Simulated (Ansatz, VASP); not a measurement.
## NaScSe2 in VASP and in Ansatz

```
CELL_PARAMETERS angstrom
3.97217 0.00000 0.00000
0.00000 3.97217 0.00000
0.00000 0.00000 11.58142
ATOMIC_POSITIONS crystal
Na 0.50000 0.00000 0.88803
Na 0.00000 0.50000 0.11197
Se 0.50000 0.00000 0.15131
Se 0.00000 0.50000 0.39442
Se 0.50000 0.00000 0.60558
Se 0.00000 0.50000 0.84869
Sc 0.50000 0.00000 0.36115
Sc 0.00000 0.50000 0.63885
```

Alike in both runs: task single point; functional PBE; k mesh 6 × 6 × 2; no spin polarisation.

|  | VASP | Ansatz |
| --- | --- | --- |
| version | VASP 6.6.1 | Ansatz 0.2.0 |
| potentials or method | VASP PAW PBE potentials, release 64 (Na_pv, Se, Sc_sv) | plane waves, PAW |
| plane-wave cutoff (eV) | 520 | 420 |
| occupations | gaussian, width 0.01 eV | fixed |
| valence electrons in the cell | 60 | 104 |

|  | VASP | Ansatz | Ansatz less VASP |
| --- | --- | --- | --- |
| gap on the k mesh at the Fermi level (eV) | 0.15 | 0.16 | +0.007 |
| pressure (GPa) | 1.9 | 1.7 | -0.15 |
| rms of the force components (eV/Å) | 0.092 | 0.079 | -0.0122 |

VASP's potentials hold 60 valence electrons a cell and Ansatz's 104, so a difference there can come from the potentials and not from the codes.
